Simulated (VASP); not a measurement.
Input of a VASP 6.6.1 run:

File INCAR:

```
SYSTEM = V
PREC = Accurate
ENCUT = 520
EDIFF = 1E-7
ISMEAR = -1
SIGMA = 0.1
LREAL = .FALSE.
LASPH = .TRUE.
NELM = 80
ALGO = Normal
ISIF = 2
LWAVE = .FALSE.
LCHARG = .TRUE.
GGA = PE
LELF = .TRUE.
LVHAR = .TRUE.
NBANDS = 12
```

Contents of KPOINTS:

```
Automatic mesh
0
G
  20 20 20
  0 0 0
```

POSCAR

```
V
1.0
   -1.3260621411      1.3260621411      1.3260621411
    1.3260621411     -1.3260621411      1.3260621411
    1.3260621411      1.3260621411     -1.3260621411
V
1
Direct
    0.0000000000      0.0000000000      0.0000000000
```

Potentials or basis: VASP PAW PBE potentials, release 64 (V_sv).

Command:

```sh
$ cat potpaw_PBE.64/V_sv/POTCAR > POTCAR
$ mpirun -np 1 vasp_std > vasp.out
```

(1) Predict the pressure.

(2) Predict the band gap on the k mesh.

Answers

(1) 132.3 GPa.

(2) zero (an odd number of electrons rules out a gap without spin polarisation).

Caveat: the cell stands under pressure.
